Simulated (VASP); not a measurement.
# TiB (F-43m) in VASP: a series of runs

Runs on TiB. Level: PBEsol. Tasks: single point, relaxation of cell and atoms.

All numbers are computed with VASP 6.6.1; they aren't measurements. Logs are shortened: lines on timing, memory, paths and dates and some standing lists are left out, and cuts for length are marked.

## (1) The cell of the first run

It takes space group F-43m (No. 216, cubic). Conventional cell: a = 4.907 Å, b = 4.907 Å, c = 4.907 Å, α = 90.00°, β = 90.00°, γ = 90.00°. Ti (site symmetry -43m) has 4 B at 2.12 Å within 2.8 Å. Within 2.8 Å of B (site symmetry -43m) lie 4 Ti at 2.12 Å.

## (2) Single point, PBEsol

Contents of INCAR:

```
SYSTEM = TiB
ALGO = Normal ; EDIFF = 1E-6
ENCUT = 500 ; GGA = PS
GGA_COMPAT = .False. ; ISIF = 2
ISMEAR = 0 ; LASPH = .True.
LCHARG = .False. ; LREAL = .False.
LWAVE = .False. ; NBANDS = 14
NELM = 120 ; PREC = Accurate
SIGMA = 0.1
```

Contents of KPOINTS:

```
k-points
0
Gamma
  7 7 7
  0 0 0
```

Contents of POSCAR:

```
TiB
1.0
    0.0000000000      2.4536824205      2.4536824205
    2.4536824205      0.0000000000      2.4536824205
    2.4536824205      2.4536824205      0.0000000000
Ti B
1 1
Direct
    0.0000000000      0.0000000000      0.0000000000
    0.2500000000      0.2500000000      0.2500000000
```

Potentials or basis: VASP PAW PBE potentials, release 64 (Ti_sv, B).

The run is started by

```console
cat potpaw_PBE.64/Ti_sv/POTCAR potpaw_PBE.64/B/POTCAR > POTCAR
mpirun -np 1 vasp_std > vasp.out
```

OUTCAR:

```text
SYSTEM = TiB
   EDIFF = 1E-6
   ENCUT = 500
   GGA = PS
   ISIF = 2
   ISMEAR = 0
   LASPH = .True.
   LREAL = .False.
   NELM = 120
   PREC = Accurate

 ion  position               nearest neighbor table
   1  0.000  0.000  0.000-   2 2.12   2 2.12   2 2.12   2 2.12
   2  0.250  0.250  0.250-   1 2.12   1 2.12   1 2.12   1 2.12

  LATTYP: Found a face centered cubic cell.
 ALAT       =     4.9073648410

  Lattice vectors:

 A1 = (   0.0000000000,   2.4536824205,   2.4536824205)
 A2 = (   2.4536824205,   0.0000000000,   2.4536824205)
 A3 = (   2.4536824205,   2.4536824205,   0.0000000000)

Analysis of symmetry for initial positions (statically):
=====================================================================
 Subroutine PRICEL returns:
 Original cell was already a primitive cell.

 Routine SETGRP: Setting up the symmetry group for a
 face centered cubic supercell.

 Subroutine GETGRP returns: Found 24 space group operations
 (whereof 24 operations were pure point group operations)
 out of a pool of 48 trial point group operations.

The static configuration has the point symmetry T_d .

Analysis of symmetry for dynamics (positions and initial velocities):
=====================================================================
 Subroutine PRICEL returns:
 Original cell was already a primitive cell.

 Routine SETGRP: Setting up the symmetry group for a
 face centered cubic supercell.

 Subroutine GETGRP returns: Found 24 space group operations
 (whereof 24 operations were pure point group operations)
 out of a pool of 48 trial point group operations.

The dynamic configuration has the point symmetry T_d .

 Subroutine INISYM returns: Found 24 space group operations
 (whereof 24 operations are pure point group operations),
 and found     1 'primitive' translations

----------------------------------------------------------------------------------------

                                     Primitive cell

  volume of cell :      29.5451

  direct lattice vectors                    reciprocal lattice vectors
     0.000000000  2.453682420  2.453682420    -0.203775352  0.203775352  0.203775352
     2.453682420  0.000000000  2.453682420     0.203775352 -0.203775352  0.203775352
     2.453682420  2.453682420  0.000000000     0.203775352  0.203775352 -0.203775352

  length of vectors
     3.470030957  3.470030957  3.470030957     0.352949264  0.352949264  0.352949264

  position of ions in fractional coordinates (direct lattice)
     0.000000000  0.000000000  0.000000000
     0.250000000  0.250000000  0.250000000

  ion indices of the primitive-cell ions
   primitive index   ion index
[... 82 lines left out ...]
   EMIN   =  10.00;   EMAX   =-10.00  energy-range for DOS
   EFERMI =   0.00;   METHOD = LEGACY
   ISMEAR =     0;   SIGMA  =   0.10  broadening in eV -4-tet -1-fermi 0-gaus
   EFERMI_NEDOS =   21; number of points for ismear=-14 and -15
   IALGO  =     38    algorithm
   IMIX   =      4    mixing-type and parameters
     AMIX     =   0.40;   BMIX     =  1.00
     AMIX_MAG =   1.60;   BMIX_MAG =  1.00
  volume/ion in A,a.u.               =      14.77        99.69
  Fermi-wavevector in a.u.,A,eV,Ry     =   1.306001  2.467984 23.206628  1.705639
  Thomas-Fermi vector in A             =   2.436833
   LORBIT       =      0    0 simple, 1 ext, 2 COOP (PROOUT), +10 PAW based schemes
   GGA     = PS    functional components
   LHFCALC =     F    Hartree Fock is set to
   AEXX    =    0.0000 exact exchange contribution
   IVDW    =     0    specifies the selected vdW correction
   LEPSILON=     F    determine dielectric tensor
   LRPA    =     F    only Hartree local field effects (RPA)
 non-spin polarized calculation
 Gauss-broadening in eV      SIGMA  =   0.10
  energy-cutoff  :      500.00
  volume of cell :       29.55
 maximum number of plane-waves:       760
 NGX is ok and might be reduce to    28
   NGX = 13   NGY = 13   NGZ = 13

 number of electron      14.9999998 magnetization

 Free energy of the ion-electron system (eV)
  ---------------------------------------------------
  ext. energy  EPLUGINS =         0.00000000
  ---------------------------------------------------
  free energy    TOTEN  =       -13.82860004 eV

  energy without entropy =      -13.82082073  energy(sigma->0) =      -13.82471038

 E-fermi :   4.7553     XC(G=0): -10.7175

 val. band max:        4.6754340708   @ k =  -0.2857   0.2857   0.0000
 cond. band min:       4.8148935885   @ k =  -0.4286   0.2857   0.1429
 fundamental gap:      0.1394595176
 Fermi energy:         4.7552658901

 k-point     1 :       0.0000    0.0000    0.0000
  band No.  band energies     occupation
      1     -51.1068      2.00000
      2     -27.4218      2.00000
      3     -27.4218      2.00000
      4     -27.4218      2.00000
      5      -3.0575      2.00000
      6       3.7351      2.00000
      7       3.7351      2.00000
      8       3.7351      2.00000
      9       6.9378      0.00000
     10       6.9378      0.00000
     11      13.0886      0.00000
     12      13.4291      0.00000
     13      13.4291      0.00000
     14      13.4291      0.00000
[... 309 lines left out ...]
      1     -51.0879      2.00000
      2     -27.5266      2.00000
      3     -27.5117      2.00000
      4     -27.4718      2.00000
      5       0.0678      2.00000
      6       2.7048      2.00000
      7       4.1495      2.00000
      8       5.3135      0.00000
      9       5.7138      0.00000
     10       7.1763      0.00000
     11       8.1949      0.00000
     12       9.1832      0.00000
     13      10.2256      0.00000
     14      15.7092      0.00000

------------------------ aborting loop because EDIFF is reached ----------------------------------------

  FORCE on cell =-STRESS in cart. coord.  units (eV):
  Direction    XX          YY          ZZ          XY          YZ          ZX
  --------------------------------------------------------------------------------------
  -------------------------------------------------------------------------------------
  Total       -0.0045155     -0.0045155     -0.0045155     -0.0000000      0.0000000      0.0000000
  in kB       -0.2448651     -0.2448651     -0.2448651     -0.0000000      0.0000000      0.0000000
  external PRESSURE =      -0.2448651 kB  Pullay stress =       0.0000000 kB

 VOLUME and BASIS-vectors are now :
 -----------------------------------------------------------------------------
  energy-cutoff  :      500.00
  volume of cell :       29.55
      direct lattice vectors                 reciprocal lattice vectors
     0.000000000  2.453682420  2.453682420    -0.203775352  0.203775352  0.203775352
     2.453682420  0.000000000  2.453682420     0.203775352 -0.203775352  0.203775352
     2.453682420  2.453682420  0.000000000     0.203775352  0.203775352 -0.203775352

 POSITION                                       TOTAL-FORCE (eV/Angst)
 -----------------------------------------------------------------------------------
      0.00000      0.00000      0.00000         0.000000     -0.000000      0.000000
      1.22684      1.22684      1.22684        -0.000000      0.000000     -0.000000
 -----------------------------------------------------------------------------------
    total drift:                                0.000001      0.000001      0.000001

  FREE ENERGIE OF THE ION-ELECTRON SYSTEM (eV)
  ---------------------------------------------------
  free  energy   TOTEN  =       -13.8286000371 eV

  energy  without entropy=      -13.8208207326  energy(sigma->0) =      -13.82471038
```

stdout:

```text
POSCAR found type information on POSCAR TiB
 POSCAR found :  2 types and       2 ions
 scaLAPACK will be used
 -----------------------------------------------------------------------------
|                                                                             |
|                                                                             |
|     You enforced a specific xc type in the INCAR file but a different       |
|     I HOPE YOU KNOW WHAT YOU ARE DOING!                                     |
|                                                                             |
 -----------------------------------------------------------------------------

 LDA part: xc-table for (Slater+PW92), standard interpolation
 POSCAR, INCAR and KPOINTS ok, starting setup
 FFT: planning ... GRIDC
 FFT: planning ... GRID_SOFT
 FFT: planning ... GRID
 WAVECAR not read
 entering main loop
```

It took 10 s on 1 thread of Intel Xeon Platinum 8259CL at 2.50GHz (Skylake/Cascade Lake), shared host; peak memory 0.15 GiB.

What came out:

```
Free energy            : -13.8286 eV
Pressure               : 0.0 GPa
Band gap on the k mesh : zero (an odd number of electrons rules out a gap without spin polarisation)
```

Caveat: the PAW data sets were made with another functional, which shifts forces and pressure a little.

## (3) Relaxation of cell and atoms, PBEsol

This run uses another cell than the first one, of 9.26 Å³/atom.

Contents of INCAR:

```
SYSTEM = TiB
PREC     = Accurate       ! precision mode
ENCUT    = 500            ! plane-wave cutoff, eV
EDIFF    = 1E-7           ! SCF threshold, eV
ISMEAR   = 0              ! smearing method
SIGMA    = 0.1            ! smearing width, eV
LREAL    = .False.        ! projectors in reciprocal space
LASPH    = .True.         ! aspherical terms in the spheres
NELM     = 120            ! most SCF steps
ALGO     = Normal         ! electronic algorithm
ISIF     = 3              ! what is computed and relaxed
LWAVE    = .False.        ! write WAVECAR
LCHARG   = .False.        ! write CHGCAR
GGA      = PS             ! functional
IBRION   = 2              ! ionic algorithm
NSW      = 80             ! ionic steps
EDIFFG   = -0.01          ! ionic threshold
GGA_COMPAT= .False.      
NELMIN   = 4
```

Contents of KPOINTS:

```
regular mesh
0
Gamma
  7 7 7
  0 0 0
```

Contents of POSCAR:

```
TiB
1.0
    0.0000000000      2.1000000000      2.1000000000
    2.1000000000      0.0000000000      2.1000000000
    2.1000000000      2.1000000000      0.0000000000
Ti B
1 1
Direct
    0.0000000000      0.0000000000      0.0000000000
    0.2500000000      0.2500000000      0.2500000000
```

Potentials or basis: VASP PAW PBE potentials, release 64 (Ti_sv, B).

The run is started by

```console
cat potpaw_PBE.64/Ti_sv/POTCAR potpaw_PBE.64/B/POTCAR > POTCAR
mpirun -np 1 vasp_std > vasp.out
```

Run time: 22 s. Hardware: 1 thread of Intel Xeon Platinum 8259CL at 2.50GHz (Skylake/Cascade Lake), shared host; peak memory 0.14 GiB.

It converged, with:

```
Free energy                           : -13.7979 eV
Relaxed volume                        : 14.71 Å³/atom
Relaxed cell                          : a = 3.465 Å, b = 3.465 Å, c = 3.465 Å, α = 60.00°, β = 60.00°, γ = 60.00°
Space group after relaxing (to 0.1 Å) : F-43m (No. 216)
Energy gained by relaxing             : 1364.4 meV/atom
Ionic steps                           : 4
Pressure after relaxing               : 0.0 GPa
Band gap on the k mesh                : zero (an odd number of electrons rules out a gap without spin polarisation)
```

The path:
```
step  energy change (eV)  largest force (eV/Å)  pressure (GPa)  volume (Å³)
   1              0.0000                0.0000          113.14        18.52
   2             -1.6650                0.0000          -20.25        42.16
   3             -2.7280                0.0000           -0.91        29.67
   4             -2.7288                0.0000            0.01        29.41
```

Final structure:
```xyz
2
Lattice="0.0000 2.4501 2.4501 2.4501 0.0000 2.4501 2.4501 2.4501 0.0000" Properties=species:S:1:pos:R:3 pbc="T T T"
Ti    0.0000    0.0000    0.0000
B     1.2250    1.2250    1.2250
```

Levels at points of the mesh, in eV from the Fermi level:
| k point | band 5 | band 6 | band 7 | band 8 | band 9 | band 10 | band 11 |
| --- | --- | --- | --- | --- | --- | --- | --- |
| (0.00, 0.00, 0.00) | -7.80 | -1.03 | -1.03 | -1.03 | 2.19 | 2.19 | 8.37 |

Caveat: the k points lie up to 0.32 Å⁻¹ apart in the final cell, too coarse for converged energies and pressures of a metal; the volume moved by over 15 % at a fixed basis, so the end points are rough; the PAW data sets were made with another functional, which shifts forces and pressure a little.
